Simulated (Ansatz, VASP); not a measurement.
C11O: VASP beside Ansatz

INCAR

```
SYSTEM = C11O
PREC = Accurate ; ENCUT = 520
EDIFF = 1E-6 ; ISMEAR = 0
SIGMA = 0.05 ; LREAL = .FALSE.
LASPH = .TRUE. ; NELM = 100
ALGO = Normal ; ISIF = 2
LWAVE = .FALSE. ; LCHARG = .FALSE.
LDIPOL = .TRUE. ; IDIPOL = 3
DIPOL = 0.5 0.5 0.322 ; GGA = PE
IVDW = 12 ; NBANDS = 37
```

KPOINTS

```
Automatic mesh
0
G
  8 7 1
  0 0 0
```

POSCAR

```
C11O
1.0
    3.6473242347      0.0000000000      0.0000000000
   -1.6658829406      3.9310150970      0.0000000000
    0.0000000000      0.0000000000     23.1809581692
C O
11 1
Direct
    0.5001799340      0.3333933113      0.1725554212
    0.4998200660      0.6666066887      0.1725554212
    0.5001799340      0.8333933113      0.2257231425
    0.4998200660      0.1666066887      0.2257231425
    0.5000212331      0.3353169669      0.2788716798
    0.4999787669      0.6646830331      0.2788716798
    0.5001286273      0.8366480408      0.3322552327
    0.4998713727      0.1633519592      0.3322552327
    0.4997623703      0.3544335274      0.3809574266
    0.5002376297      0.6455664726      0.3809574266
    0.7497623703      0.6044335274      0.5686114471
    0.7497623703      0.6044335274      0.5190017635
```

Input for Ansatz:

```yaml
crystal:
  lattice:
    - [3.6473242347, 0.0, 0.0]
    - [-1.6658829406, 3.931015097, 0.0]
    - [0.0, 0.0, 23.1809581692]
  atoms:
    - { symbol: C, position: [0.500179934, 0.3333933113, 0.1725554212] }
    - { symbol: C, position: [0.499820066, 0.6666066887, 0.1725554212] }
    - { symbol: C, position: [0.500179934, 0.8333933113, 0.2257231425] }
    - { symbol: C, position: [0.499820066, 0.1666066887, 0.2257231425] }
    - { symbol: C, position: [0.5000212331, 0.3353169669, 0.2788716798] }
    - { symbol: C, position: [0.4999787669, 0.6646830331, 0.2788716798] }
    - { symbol: C, position: [0.5001286273, 0.8366480408, 0.3322552327] }
    - { symbol: C, position: [0.4998713727, 0.1633519592, 0.3322552327] }
    - { symbol: C, position: [0.4997623703, 0.3544335274, 0.3809574266] }
    - { symbol: C, position: [0.5002376297, 0.6455664726, 0.3809574266] }
    - { symbol: O, position: [0.7497623703, 0.6044335274, 0.5190017635] }
    - { symbol: C, position: [0.7497623703, 0.6044335274, 0.5686114471] }
basis:
  ecutwfc: 420
kpoints:
  mp_grid: { grid: [8, 7, 1] }
hamiltonian:
  xc: pbe
  pseudopotentials: { kind: paw, azcp: { folder: soft_1 } }
  dispersion: d3bj
scf:
  occupations: { method: gaussian, width: 0.05 }
output:
  forces: true
  eigenvalues: true
efield:
  axis: 3
  dipole_correction: true
  ramp_width: 0.04
```

Alike in both runs: task single point; functional PBE; dispersion D3(BJ); k mesh 8 × 7 × 1; occupations gaussian, width 0.05 eV; no spin polarisation.

|  | VASP | Ansatz |
| --- | --- | --- |
| version | VASP 6.6.1 | Ansatz 0.2.0 |
| potentials or method | VASP PAW PBE potentials, release 64 (C, O), cutoff 520 eV | scalar-relativistic, plane waves, PAW |
| valence electrons in the cell | 50 | 50 |

```csv
,VASP,Ansatz,Ansatz less VASP
gap on the k mesh at the Fermi level (eV),none,none,-
rms of the force components (eV/Å),1.634,1.671,+0.0370
```

A gap of «none» marks a metal or a gap that the smearing closes.

Noted on VASP's run: the standard files for N, O and F lose accuracy on very short bonds.
